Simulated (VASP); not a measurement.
Set up this calculation in VASP 6.6.1, as the native input.

| Quantity | Value |
| --- | --- |
| Task | single point |
| Functional | PBEsol |
| Potentials or basis | VASP PAW PBE potentials, release 64 (Cu, O) |
| Cutoff | 520 eV |
| k mesh | 9 × 5 × 5 |
| Occupations | fermi-dirac, width 0.05 eV |
| Spin | no spin polarisation |
| Dipole correction | no |
| Further INCAR settings | ALGO = Normal; EDIFF = 1e-07; NBANDS = 44 |

The structure of CuO lies in POSCAR:

```
CuO
1.0
   -2.3717911538      1.4680629060      0.1342203236
    1.1453167170     -0.0074812298     -4.8030056711
   -2.3835133232     -4.4202300682      0.1221253686
Cu O
4 4
Direct
    0.2499993606      0.0000017225      0.2500001163
    0.7499997027     -0.0000012331      0.7500014637
    0.9999984290      0.4999950796      0.4999962662
    0.5000002802      0.5000043116      1.0000009932
    0.6635423049      0.7497743487      0.3325991624
    0.1635438756      0.7497760361      0.8326030132
    0.8364563383      0.2502270803      0.1674032241
    0.3364597388      0.2502226343      0.6673957909
```

These files were run (other wordings do the same):

INCAR

```
SYSTEM = CuO
PREC = Accurate ; ENCUT = 520
EDIFF = 1E-7 ; ISMEAR = -1
SIGMA = 0.05 ; LREAL = .FALSE.
LASPH = .TRUE. ; NELM = 60
ALGO = Normal ; ISIF = 2
LWAVE = .FALSE. ; LCHARG = .FALSE.
GGA = PS ; NBANDS = 44
```

KPOINTS

```
regular mesh
0
G
  9 5 5
  0 0 0
```

Potentials or basis: VASP PAW PBE potentials, release 64 (Cu, O).

The run is started by

```sh
$ cat potpaw_PBE.64/Cu/POTCAR potpaw_PBE.64/O/POTCAR > POTCAR
$ mpirun -np 1 vasp_std > vasp.out
```

It gave:

```yaml
Pressure: 30.9 GPa
Largest_force: 0.069 eV/Å
Band_gap_on_the_k_mesh: zero (band 34 reaches 8.55 eV, above the bottom of band 35 at 7.95 eV)
```

Caveat: the PAW data sets were made with another functional, which shifts forces and pressure a little; semilocal functionals often make such compounds metallic where correlation or magnetic order opens a gap, which also shifts bond lengths.

Wall time 3 min on 1 thread of Intel(R) Xeon(R) 6975P-C (Granite Rapids), on a shared host, peak memory 0.35 GiB.
